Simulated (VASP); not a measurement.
Input of a VASP 6.6.1 run:

File INCAR:

```
PREC     = Accurate       # precision mode
ENCUT    = 700            # plane-wave cutoff, eV
EDIFF    = 1E-6           # SCF threshold, eV
ISMEAR   = 0              # smearing method
SIGMA    = 0.05           # smearing width, eV
LREAL    = F              # projectors in reciprocal space
LASPH    = T              # aspherical terms in the spheres
NELM     = 120            # most SCF steps
ALGO     = Normal         # electronic algorithm
ISIF     = 2              # what is computed and relaxed
LWAVE    = F              # write WAVECAR
LCHARG   = F              # write CHGCAR
GGA      = PS             # functional
NBANDS   = 24             # bands
GGA_COMPAT= F
```

KPOINTS

```
Automatic mesh
0
Gamma
  8 8 8
```

Contents of POSCAR:

```
CdF2
1.0
    1.4254861447      3.5637153617      3.5637153617
    3.5637153617      1.4254861447      3.5637153617
    3.5637153617      3.5637153617      1.4254861447
Cd F
1 2
Direct
    0.0000000000      0.0000000000      0.0000000000
    0.2500000000      0.2500000000      0.2500000000
    0.7500000000      0.7500000000      0.7500000000
```

Potentials or basis: VASP PAW PBE potentials, release 64 (Cd_sv_GW, F).

The run is started by

```console
$ cat potpaw_PBE.64/Cd_sv_GW/POTCAR potpaw_PBE.64/F/POTCAR > POTCAR
$ mpirun -np 1 vasp_std > vasp.out
```

Problem. Predict the band gap on the k mesh.

Solution. 3.33 eV (least direct gap 3.39 eV).

Problem. Estimate the largest force.

Solution. 0.880 eV/Å.

Problem. Predict the pressure.

Solution. 22.2 GPa.

Stress tensor (GPa, compression positive):
```
22.25 -6.50 -6.50
-6.50 22.25 -6.50
-6.50 -6.50 22.25
```

Caveat: the cell stands under pressure; the PAW data sets were made with another functional, which shifts forces and pressure a little. A k mesh can miss the band edges.
